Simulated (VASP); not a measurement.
# Pt (Cmcm) in VASP: notebook

The runs below take Pt through single point, with PBEsol.

All numbers are computed with VASP 6.6.1; they aren't measurements. Logs are shortened: lines on timing, memory, paths and dates and some standing lists are left out, and cuts for length are marked.

## Step 1: The cell of the first run

The typed cell holds 2 atoms: a = 2.703 Å, b = 2.703 Å, c = 4.631 Å, α = 90.00°, β = 90.00°, γ = 120.09°.

This isn't the form of Pt at room conditions, which is fcc.

## Step 2: Single point, PBEsol

INCAR

```
SYSTEM = Pt
PREC = Accurate
ENCUT = 520
EDIFF = 1E-6
ISMEAR = 1
SIGMA = 0.1
LREAL = .False.
LASPH = .True.
NELM = 80
ALGO = Normal
ISIF = 2
LWAVE = .False.
LCHARG = .False.
GGA = PS
ISYM = 0
NBANDS = 17
```

KPOINTS

```
Automatic mesh
0
Gamma
  12 12 6
  0.5 0.5 0.5
```

POSCAR

```
Pt
1.0
    2.7029561144     -0.0021448369      0.0000000000
   -1.3533355405      2.3397562419      0.0000000000
    0.0000000000      0.0000000000      4.6313872036
Pt
2
Direct
    0.6666229887      0.3333770113      0.7500000000
    0.3333770113      0.6666229887      0.2500000000
```

Potentials or basis: VASP PAW PBE potentials, release 64 (Pt).

The run is started by

```bash
$ cat potpaw_PBE.64/Pt/POTCAR > POTCAR
$ mpirun -np 1 vasp_std > vasp.out
```

OUTCAR:

```text
SYSTEM = Pt
   PREC = Accurate
   ENCUT = 520
   EDIFF = 1E-6
   ISMEAR = 1
   LREAL = .False.
   LASPH = .True.
   NELM = 80
   ISIF = 2
   GGA = PS
   ISYM = 0

 ion  position               nearest neighbor table
   1  0.667  0.333  0.750-   2 2.79   2 2.79   2 2.79   2 2.79   2 2.79   2 2.79
   2  0.333  0.667  0.250-   1 2.79   1 2.79   1 2.79   1 2.79   1 2.79   1 2.79

IMPORTANT INFORMATION: All symmetrisations will be switched off!
NOSYMM: (Re-)initialisation of all symmetry stuff for point group C_1.

----------------------------------------------------------------------------------------

                                     Primitive cell

  volume of cell :      29.2766

  direct lattice vectors                    reciprocal lattice vectors
     2.702956114 -0.002144837  0.000000000     0.370135194  0.214089444  0.000000000
    -1.353335541  2.339756242  0.000000000     0.000339300  0.427591203  0.000000000
     0.000000000  0.000000000  4.631387204     0.000000000  0.000000000  0.215918030

  length of vectors
     2.702956965  2.702956965  4.631387204     0.427591338  0.427591338  0.215918030

  position of ions in fractional coordinates (direct lattice)
     0.666622989  0.333377011  0.750000000
     0.333377011  0.666622989  0.250000000

  ion indices of the primitive-cell ions
   primitive index   ion index
                 1           1
                 2           2

----------------------------------------------------------------------------------------

 KPOINTS: Automatic mesh

Automatic generation of k-mesh.
 Grid dimensions read from file:
 generate k-points for:   12   12    6

 Generating k-lattice:

  Cartesian coordinates                     Fractional coordinates (reciprocal lattice)
     0.030844600  0.017840787  0.000000000     0.083333333 -0.000000000  0.000000000
     0.000028275  0.035632600  0.000000000    -0.000000000  0.083333333  0.000000000
     0.000000000  0.000000000  0.035986338     0.000000000  0.000000000  0.166666667

  Length of vectors
     0.035632611  0.035632611  0.035986338

  Shift w.r.t. Gamma in fractional coordinates (k-lattice)
     0.500000000  0.500000000  0.500000000

 Subroutine IBZKPT returns following result:
 ===========================================

 Found    432 irreducible k-points:
[... 35 lines left out ...]
   NGXF,Y,Z  is equivalent  to a cutoff of  24.60, 24.60, 25.84 a.u.
 SYSTEM =  Pt
   PREC   = accura    normal or accurate (medium, high low for compatibility)
   ISTART =      0    job   : 0-new  1-cont  2-samecut
   ICHARG =      2    charge: 1-file 2-atom 10-const
   ISPIN  =      1    spin polarized calculation?
   LNONCOLLINEAR =      F non collinear calculations
   LSORBIT =      F    spin-orbit coupling
   LASPH  =      T    aspherical Exc in radial PAW
   ENCUT  =  520.0 eV  38.22 Ry    6.18 a.u.   5.03  5.03  8.61*2*pi/ulx,y,z
   NELM   =     80;   NELMIN=  2; NELMDL= -5     # of ELM steps
   EDIFF  = 0.1E-05   stopping-criterion for ELM
   LREAL  =      F    real-space projection
   EDIFFG = 0.1E-04   stopping-criterion for IOM
   NSW    =      0    number of steps for IOM
   IBRION =     -1    ionic relax: 0-MD 1-quasi-New 2-CG
   NFREE  =      0    steps in history (QN), initial steepest desc. (CG)
   ISIF   =      2    stress and relaxation
   ISYM   =      0    0-nonsym 1-usesym 2-fastsym
   POTIM  = 0.5000    time-step for ionic-motion
   TEBEG  =    0.0;   TEEND  =   0.0 temperature during run
   PSTRESS=    0.0 pullay stress
   NELECT =      20.0000    total number of electrons
   NUPDOWN=      -1.0000    fix difference up-down
   EMIN   =  10.00;   EMAX   =-10.00  energy-range for DOS
   EFERMI =   0.00;   METHOD = LEGACY
   ISMEAR =     1;   SIGMA  =   0.10  broadening in eV -4-tet -1-fermi 0-gaus
   EFERMI_NEDOS =   21; number of points for ismear=-14 and -15
   IALGO  =     38    algorithm
   IMIX   =      4    mixing-type and parameters
     AMIX     =   0.40;   BMIX     =  1.00
     AMIX_MAG =   1.60;   BMIX_MAG =  1.00
  volume/ion in A,a.u.               =      14.64        98.78
  Fermi-wavevector in a.u.,A,eV,Ry     =   1.441820  2.724645 28.284403  2.078845
  Thomas-Fermi vector in A             =   2.560409
   LORBIT       =      0    0 simple, 1 ext, 2 COOP (PROOUT), +10 PAW based schemes
   GGA     = PS    functional components
   LHFCALC =     F    Hartree Fock is set to
   AEXX    =    0.0000 exact exchange contribution
   IVDW    =     0    specifies the selected vdW correction
   LEPSILON=     F    determine dielectric tensor
   LRPA    =     F    only Hartree local field effects (RPA)
 non-spin polarized calculation
 Methfessel and Paxton  Order N= 1 SIGMA  =   0.10
  energy-cutoff  :      520.00
  volume of cell :       29.28
 maximum number of plane-waves:       807
   NGX =  9   NGY =  9   NGZ = 17

 number of electron      20.0000000 magnetization

 Free energy of the ion-electron system (eV)
  ---------------------------------------------------
  ext. energy  EPLUGINS =         0.00000000
  ---------------------------------------------------
  free energy    TOTEN  =       -13.77816250 eV

  energy without entropy =      -13.77668101  energy(sigma->0) =      -13.77766867

 E-fermi :  11.6549     XC(G=0): -13.8015

 val. band max:       11.6531930216   @ k =  -0.2917   0.2917   0.0833
 cond. band min:      11.6563664016   @ k =   0.2083   0.2083   0.2500
 fundamental gap:      0.0031733800
 Fermi energy:        11.6549049531

 k-point     1 :       0.0417    0.0417    0.0833
  band No.  band energies     occupation
      1       1.3064      2.00000
      2       4.0040      2.00000
      3       7.2305      2.00000
      4       7.7754      2.00000
      5       7.9111      2.00000
      6       8.0961      2.00000
[... 457 lines left out ...]
      4       7.3619      2.00000
      5       8.0653      2.00000
      6       8.3288      2.00000
[... 9 lines left out ...]
     16      24.3458      0.00000
     17      25.5787      0.00000

 [... further k-points ...]
[... 5 lines left out ...]
  --------------------------------------------------------------------------------------
  -------------------------------------------------------------------------------------
  Total        1.7643763      1.7682835      1.7312641      0.0033828     -0.0000006     -0.0000004
  in kB       96.5562685     96.7700908     94.7441870      0.1851260     -0.0000333     -0.0000240
  external PRESSURE =      96.0235154 kB  Pullay stress =       0.0000000 kB

 VOLUME and BASIS-vectors are now :
 -----------------------------------------------------------------------------
  energy-cutoff  :      520.00
  volume of cell :       29.28
      direct lattice vectors                 reciprocal lattice vectors
     2.702956114 -0.002144837  0.000000000     0.370135194  0.214089444  0.000000000
    -1.353335541  2.339756242  0.000000000     0.000339300  0.427591203  0.000000000
     0.000000000  0.000000000  4.631387204     0.000000000  0.000000000  0.215918030

 POSITION                                       TOTAL-FORCE (eV/Angst)
 -----------------------------------------------------------------------------------
      1.35068      0.77859      3.47354        -0.004659      0.002690      0.000000
     -0.00106      1.55902      1.15785         0.004659     -0.002690     -0.000000
 -----------------------------------------------------------------------------------
    total drift:                               -0.000000     -0.000000      0.000001

  FREE ENERGIE OF THE ION-ELECTRON SYSTEM (eV)
  ---------------------------------------------------
  free  energy   TOTEN  =       -13.7781624976 eV

  energy  without entropy=      -13.7766810092  energy(sigma->0) =      -13.77766867
```

OSZICAR:

```text
N       E                     dE             d eps       ncg     rms          rms(c)
DAV:   1     0.102384339251E+03    0.10238E+03   -0.10572E+04 14712   0.114E+03
DAV:   2    -0.127808936545E+02   -0.11517E+03   -0.10954E+03 15858   0.250E+02
DAV:   3    -0.146555033076E+02   -0.18746E+01   -0.18533E+01 18134   0.319E+01
DAV:   4    -0.146647308785E+02   -0.92276E-02   -0.92259E-02 17666   0.232E+00
DAV:   5    -0.146648173201E+02   -0.86442E-04   -0.86440E-04 18209   0.233E-01    0.208E+01
DAV:   6    -0.138853037550E+02    0.77951E+00   -0.11173E+00 15355   0.953E+00    0.107E+01
DAV:   7    -0.137883987031E+02    0.96905E-01   -0.26115E-01 17410   0.457E+00    0.300E+00
DAV:   8    -0.137787885001E+02    0.96102E-02   -0.31813E-02 16190   0.151E+00    0.984E-01
DAV:   9    -0.137781538855E+02    0.63461E-03   -0.68021E-04 16943   0.227E-01    0.697E-02
DAV:  10    -0.137781606121E+02   -0.67266E-05   -0.13766E-05 18248   0.257E-02    0.108E-02
DAV:  11    -0.137781620102E+02   -0.13981E-05   -0.65496E-06 13107   0.206E-02    0.768E-03
DAV:  12    -0.137781624976E+02   -0.48739E-06   -0.19141E-06  8368   0.111E-02
   1 F= -.13778162E+02 E0= -.13777669E+02  d E =-.148149E-02
```

Run time: 2.3 min. Hardware: 1 thread of Intel Xeon Platinum 8488C (Sapphire Rapids), shared host; peak memory 0.28 GiB.

Results:

```yaml
Free_energy: -13.7782 eV
Pressure: 9.6 GPa
Largest_force: 0.005 eV/Å
Band_gap_on_the_k_mesh: zero (bands 10 and 11 overlap by 1.23 eV)
```

Forces on the atoms (eV/Å):
```
Pt  -0.005  0.003  0.000
Pt   0.005 -0.003  0.000
```

Stress tensor (GPa, compression positive):
```
9.66 0.02 0.00
0.02 9.68 0.00
0.00 0.00 9.47
```

Caveat: the cell stands under pressure; the PAW data sets were made with another functional, which shifts forces and pressure a little; spin-orbit coupling is left out, which moves the levels of the heavy elements.

## Step 3: Single point, PBEsol

This run uses another cell than the first one, of 14.87 Å³/atom.

INCAR

```
PREC     = Accurate       # precision mode
ENCUT    = 520            # plane-wave cutoff, eV
EDIFF    = 1E-6           # SCF threshold, eV
ISMEAR   = 1              # smearing method
SIGMA    = 0.1            # smearing width, eV
LREAL    = F              # projectors in reciprocal space
LASPH    = T              # aspherical terms in the spheres
NELM     = 60             # most SCF steps
ALGO     = Normal         # electronic algorithm
ISIF     = 2              # what is computed and relaxed
LWAVE    = F              # write WAVECAR
LCHARG   = T              # write CHGCAR
GGA      = PS             # functional
LELF     = T              # ELF
LVHAR    = T            
NBANDS   = 17             # bands
ISYM     = 0
```

KPOINTS is that of step 2.

POSCAR

```
Pt
1.0
    2.7153057839     -0.0022710010      0.0000000000
   -1.3596196365      2.3503882874      0.0000000000
    0.0000000000      0.0000000000      4.6621713060
Pt
2
Direct
    0.6666632480      0.3333367520      0.7500000000
    0.3333367520      0.6666632480      0.2500000000
```

Potentials or basis: VASP PAW PBE potentials, release 64 (Pt).

The run is started by

```bash
$ cat potpaw_PBE.64/Pt/POTCAR > POTCAR
$ mpirun -np 1 vasp_std > vasp.out
```

Wall time 2.1 min (1 thread of Intel Xeon Platinum 8488C (Sapphire Rapids), shared host); peak memory 0.29 GiB.

The run converged. Its results:

- Free energy: -13.7989 eV
- Pressure: 4.6 GPa
- Largest force: 0.005 eV/Å
- Band gap on the k mesh: zero (bands 10 and 11 overlap by 1.20 eV)

Forces on the atoms (eV/Å):
```
Pt  -0.004  0.002  0.000
Pt   0.004 -0.002  0.000
```

Stress tensor (GPa, compression positive):
```
4.63 0.02 0.00
0.02 4.65 0.00
0.00 0.00 4.45
```

Levels at points of the mesh, in eV from the Fermi level:
```
           k point  band 7  band 8  band 9  band 10  band 11  band 12  band 13  band 14
(0.04, 0.04, 0.08)   -3.24   -2.29   -2.17    -1.91    -0.22     0.75     5.60    15.01
```

Caveat: the cell stands under pressure; the PAW data sets were made with another functional, which shifts forces and pressure a little; spin-orbit coupling is left out, which moves the levels of the heavy elements.

## Step 4: Single point, PBEsol

This run uses another cell than the first one, of 15.02 Å³/atom.

INCAR

```
PREC = Accurate
ENCUT = 520
EDIFF = 1E-6
ISMEAR = 1
SIGMA = 0.1
LREAL = F
LASPH = T
NELM = 100
ALGO = Normal
ISIF = 2
LWAVE = F
LCHARG = F
GGA = PS
ISYM = 0
NBANDS = 17
```

KPOINTS is that of step 3.

POSCAR

```
Pt
1.0
    2.7229359998     -0.0023845421      0.0000000000
   -1.3635330739      2.3569394776      0.0000000000
    0.0000000000      0.0000000000      4.6827892460
Pt
2
Direct
    0.6666896390      0.3333103610      0.7500000000
    0.3333103610      0.6666896390      0.2500000000
```

The run is started by

```bash
$ cat potpaw_PBE.64/Pt/POTCAR > POTCAR
$ mpirun -np 1 vasp_std > vasp.out
```

Wall time 2.2 min (1 thread of Intel Xeon Platinum 8488C (Sapphire Rapids), shared host); peak memory 0.29 GiB.

The run converged. Its results:

| Item | Value |
| --- | --- |
| Free energy | -13.8049 eV |
| Pressure | 1.6 GPa |
| Largest force | 0.004 eV/Å |
| Band gap on the k mesh | zero (bands 10 and 11 overlap by 1.18 eV) |

Forces on the atoms (eV/Å):
```
Pt  -0.004  0.002  0.000
Pt   0.004 -0.002  0.000
```

Stress tensor (GPa, compression positive):
```
1.66 0.02 0.00
0.02 1.69 0.00
0.00 0.00 1.44
```

Levels at points of the mesh, in eV from the Fermi level:
```csv
k point,band 7,band 8,band 9,band 10,band 11,band 12,band 13,band 14
"(0.04, 0.04, 0.08)",-3.19,-2.25,-2.12,-1.87,-0.21,0.75,5.51,15.03
```

Caveat: the PAW data sets were made with another functional, which shifts forces and pressure a little; spin-orbit coupling is left out, which moves the levels of the heavy elements.

## Step 5: Single point, PBEsol

This run uses another cell than the first one, of 15.12 Å³/atom.

INCAR

```
PREC = Accurate ; ENCUT = 520
EDIFF = 1E-6 ; ISMEAR = 1
SIGMA = 0.1 ; LREAL = F
LASPH = T ; NELM = 60
ALGO = Normal ; ISIF = 2
LWAVE = F ; LCHARG = F
GGA = PS ; NBANDS = 17
ISYM = 0
```

KPOINTS is that of step 4.

POSCAR

```
Pt
1.0
    2.7284068515     -0.0024432133      0.0000000000
   -1.3663193105      2.3616480387      0.0000000000
    0.0000000000      0.0000000000      4.6969763530
Pt
2
Direct
    0.6667265764      0.3332734236      0.7500000000
    0.3332734236      0.6667265764      0.2500000000
```

Potentials or basis: VASP PAW PBE potentials, release 64 (Pt).

The run is started by

```bash
$ cat potpaw_PBE.64/Pt/POTCAR > POTCAR
$ mpirun -np 1 vasp_std > vasp.out
```

OUTCAR:

```text
PREC = Accurate
   ENCUT = 520
   EDIFF = 1E-6
   ISMEAR = 1
   LREAL = F
   LASPH = T
   NELM = 60
   ISIF = 2
   GGA = PS
   ISYM = 0

 ion  position               nearest neighbor table
   1  0.667  0.333  0.750-   2 2.83   2 2.83   2 2.83   2 2.83   2 2.83   2 2.83
   2  0.333  0.667  0.250-   1 2.83   1 2.83   1 2.83   1 2.83   1 2.83   1 2.83

IMPORTANT INFORMATION: All symmetrisations will be switched off!
NOSYMM: (Re-)initialisation of all symmetry stuff for point group C_1.

[... 615 lines left out ...]
      5       7.6472      2.00000
      6       7.8560      2.00000
[... 9 lines left out ...]
     16      23.5619      0.00000
     17      24.8599      0.00000

 [... further k-points ...]
[... 5 lines left out ...]
  --------------------------------------------------------------------------------------
  -------------------------------------------------------------------------------------
  Total       -0.0659183     -0.0606899     -0.1050406      0.0045286      0.0000001     -0.0000001
  in kB       -3.4913968     -3.2144679     -5.5635270      0.2398613      0.0000053     -0.0000057
  external PRESSURE =      -4.0897972 kB  Pullay stress =       0.0000000 kB

 VOLUME and BASIS-vectors are now :
 -----------------------------------------------------------------------------
  energy-cutoff  :      520.00
  volume of cell :       30.25
      direct lattice vectors                 reciprocal lattice vectors
     2.728406851 -0.002443213  0.000000000     0.366704232  0.212154845  0.000000000
    -1.366319310  2.361648039  0.000000000     0.000379369  0.423652603  0.000000000
     0.000000000  0.000000000  4.696976353     0.000000000  0.000000000  0.212902924

 POSITION                                       TOTAL-FORCE (eV/Angst)
 -----------------------------------------------------------------------------------
      1.36374      0.78545      3.52273        -0.003565      0.002059     -0.000001
     -0.00166      1.57376      1.17424         0.003565     -0.002059      0.000001
 -----------------------------------------------------------------------------------
    total drift:                                0.000001      0.000000     -0.000000

  FREE ENERGIE OF THE ION-ELECTRON SYSTEM (eV)
  ---------------------------------------------------
  free  energy   TOTEN  =       -13.8058807471 eV

  energy  without entropy=      -13.8043800174  energy(sigma->0) =      -13.80538050
```

stdout:

```text
POSCAR found type information on POSCAR Pt
 POSCAR found :  1 types and       2 ions
 scaLAPACK will be used
 -----------------------------------------------------------------------------
|                                                                             |
|                                                                             |
|     You enforced a specific xc type in the INCAR file but a different       |
|     I HOPE YOU KNOW WHAT YOU ARE DOING!                                     |
|                                                                             |
 -----------------------------------------------------------------------------

 LDA part: xc-table for (Slater+PW92), standard interpolation
 POSCAR, INCAR and KPOINTS ok, starting setup
 FFT: planning ... GRIDC
 FFT: planning ... GRID_SOFT
 FFT: planning ... GRID
 WAVECAR not read
 entering main loop
```

Run time: 2.3 min. Hardware: 1 thread of Intel Xeon Platinum 8488C (Sapphire Rapids), shared host; peak memory 0.29 GiB.

Results:

```yaml
Free_energy: -13.8059 eV
Pressure: -0.4 GPa
Largest_force: 0.004 eV/Å
Band_gap_on_the_k_mesh: zero (bands 10 and 11 overlap by 1.17 eV)
```

Forces in eV/Å, atoms in the order of the input:
```
Pt  -0.004  0.002  0.000
Pt   0.004 -0.002  0.000
```

Stress tensor (GPa, compression positive):
```
-0.35  0.02  0.00
 0.02 -0.32  0.00
 0.00  0.00 -0.56
```

Caveat: the PAW data sets were made with another functional, which shifts forces and pressure a little; spin-orbit coupling is left out, which moves the levels of the heavy elements.

[end of part 1 of 2]
